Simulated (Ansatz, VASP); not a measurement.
## NaCl: VASP beside Ansatz

```
Na Cl
1.0
     0.00000    2.84804    2.84804
     2.84804    0.00000    2.84804
     2.84804    2.84804    0.00000
Na Cl
1 1
Direct
  0.00000 0.00000 0.00000
  0.50000 0.50000 0.50000
```

Alike in both runs: task single point; functional PBEsol; k mesh 8 × 8 × 8; occupations gaussian, width 0.02 eV; no spin polarisation.

```csv
,VASP,Ansatz
version,VASP 6.6.1,Ansatz 0.2.0
potentials or method,"VASP PAW PBE potentials, release 64 (Na_pv, Cl), cutoff 520 eV","scalar-relativistic, plane waves, PAW"
valence electrons in the cell,14,16
```

|  | VASP | Ansatz | Ansatz less VASP |
| --- | --- | --- | --- |
| gap on the k mesh at the Fermi level (eV) | 4.83 | 4.83 | +0.004 |
| least direct gap on the mesh (eV) | 4.83 | 4.83 | +0.004 |
| pressure (GPa) | -1.1 | -1.1 | -0.01 |

VASP's potentials were made for PBE, not for PBEsol. With one functional, cell and mesh, what is left measures potentials, basis and numerics. VASP's potentials hold 14 valence electrons a cell and Ansatz's 16, so a difference there can come from the potentials and not from the codes.
